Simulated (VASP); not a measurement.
A run of VASP 6.6.1 is set up as follows.

The input INCAR:

```
PREC = Accurate
ENCUT = 520
EDIFF = 1E-6
ISMEAR = 0
SIGMA = 0.02
LREAL = F
LASPH = T
NELM = 100
ALGO = Normal
ISIF = 2
LWAVE = F
LCHARG = T
GGA = PE
LELF = T
LVHAR = T
NBANDS = 21
```

KPOINTS

```
Automatic mesh
0
Gamma
  10 10 4
```

Contents of POSCAR:

```
LiAlO
1.0
    3.1185144203      0.0000000000      0.0000000000
    0.0000000000      3.1185144203      0.0000000000
    0.0000000000      0.0000000000      6.9164381889
Li Al O
2 2 2
Direct
    0.0000000000      0.0000000000      0.0000000000
    0.5000000000      0.5000000000      0.0000000000
    0.5000000000      0.0000000000      0.6625058357
    0.0000000000      0.5000000000      0.3374941643
    0.5000000000      0.0000000000      0.3925183695
    0.0000000000      0.5000000000      0.6074816305
```

Potentials or basis: VASP PAW PBE potentials, release 64 (Li_sv, Al, O).

Command:

```bash
$ cat potpaw_PBE.64/Li_sv/POTCAR potpaw_PBE.64/Al/POTCAR potpaw_PBE.64/O/POTCAR > POTCAR
$ mpirun -np 1 vasp_std > vasp.out
```

Q: Predict the band gap on the k mesh.

A: 1.52 eV, indirect (least direct gap 1.77 eV).

Q: Predict the largest force.

A: 0.013 eV/Å.

Forces on the atoms (eV/Å):
```
Li   0.000  0.000  0.000
Li   0.000  0.000  0.000
Al   0.000  0.000  0.013
Al   0.000  0.000 -0.013
O    0.000  0.000  0.000
O    0.000  0.000  0.000
```

 A k mesh can miss the band edges.
